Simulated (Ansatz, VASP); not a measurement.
## Ta2H: VASP beside Ansatz

```
Ta H
1.0
     3.18567    0.00000    0.00000
     0.00000    3.18567    0.00000
     0.00000    0.00000    3.42587
Ta H
2 1
Direct
  0.50000 0.00000 0.77724
  0.00000 0.50000 0.22276
  0.00000 0.00000 0.00000
```

Alike in both runs: task single point; functional PBEsol; k mesh 12 × 12 × 12; occupations gaussian, width 0.1 eV; no spin polarisation.

|  | VASP | Ansatz |
| --- | --- | --- |
| version | VASP 6.6.1 | Ansatz 0.2.0 |
| potentials or method | VASP PAW PBE potentials, release 64 (Ta_pv, H), cutoff 520 eV | scalar-relativistic, plane waves, PAW |
| valence electrons in the cell | 23 | 27 |

```tsv
	VASP	Ansatz	Ansatz less VASP
gap on the k mesh at the Fermi level (eV)	none	none	-
pressure (GPa)	31.1	30.6	-0.53
traceless stress, the component that is largest in VASP (GPa)	-18.99	-18.90	+0.089
rms of the force components (eV/Å)	1.875	1.860	-0.0144
```

VASP's potentials were made for PBE, not for PBEsol. Atom by atom the forces differ by 0.014 eV/Å (rms over components). A gap of «none» marks a metal or a gap that the smearing closes. Both programs put the cell under a high pressure, so it lies far from rest at this level. VASP's potentials hold 23 valence electrons a cell and Ansatz's 27, so a difference there can come from the potentials and not from the codes.

Neither program's run includes spin-orbit coupling.
